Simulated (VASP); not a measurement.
Runs of VASP 6.6.1 on Ta. The structure is that of space group P6_3/mmc (No. 194), or close to it. The cells are those of the table. This isn't the form of Ta at room conditions, which is bcc.

| cell | k mesh | cutoff (eV) | smearing | gap on the mesh (eV) | pressure (GPa) |
| --- | --- | --- | --- | --- | --- |
| a = 2.839, b = 2.839, c = 5.066 Å, angles 90.0, 90.0, 120.0°, 2 atoms | 18 × 18 × 8 | 520 | gaussian 0.1 eV | none | (a) |
| a = 2.839, b = 2.839, c = 5.066 Å, angles 90.0, 90.0, 120.0°, 2 atoms | 12 × 12 × 8 | 520 | gaussian 0.15 eV | none | 0.6 |
| a = 2.900, b = 2.900, c = 5.166 Å, angles 90.0, 90.0, 120.0°, 2 atoms | 6 × 6 × 4 | 500 | gaussian 0.1 eV | none | -12.0 |
| a = 2.825, b = 2.825, c = 5.077 Å, angles 90.0, 90.0, 120.0°, 2 atoms | 6 × 6 × 4 | 500 | gaussian 0.1 eV | none | 0.9 |

Alike in all rows: task single point; level LDA; potentials or basis VASP PAW LDA potentials, release 64 (Ta_pv); no spin polarisation.

Estimate the missing entries.

(a) 0.8.

Caveats: some runs use coarse meshes; spin-orbit coupling is left out, which moves the levels of the heavy elements.

A k mesh can miss the band edges, and the runs leave out spin-orbit coupling on Ta.

A gap of «none» marks levels without a gap at the run's occupations.
